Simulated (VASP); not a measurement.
A run of VASP 6.6.1:

File INCAR:

```
PREC = Accurate
ENCUT = 500
EDIFF = 1E-7
ISMEAR = -1
SIGMA = 0.05
LREAL = False
LASPH = True
NELM = 120
ALGO = Normal
ISIF = 3
LWAVE = False
LCHARG = False
GGA = CA
IBRION = 2
NSW = 80
EDIFFG = -0.03
GGA_COMPAT = False
NELMIN = 4
```

The input KPOINTS:

```
regular mesh
0
Gamma
  10 10 10
```

Contents of POSCAR:

```
Si
1.0
    2.5042936946      0.0000000000      0.0000000000
    0.0000000000      2.5042936946      0.0000000000
    0.0000000000      0.0000000000      2.5042936946
Si
1
Direct
    0.0000000000      0.0000000000      0.0000000000
```

Potentials or basis: VASP PAW LDA potentials, release 64 (Si).

The run is started by

```sh
$ cat potpaw_LDA.64/Si/POTCAR > POTCAR
$ mpirun -np 1 vasp_std > vasp.out
```

Hardware: 1 thread of AMD EPYC 7571, with other jobs on the host.

Task: How long does it take, and how much memory?

Result: Run time: 5.8 s on 1 thread of AMD EPYC 7571, with other jobs on the host, peak memory 0.08 GiB. Counts: scf iterations 10, k points 56, ion steps 1.
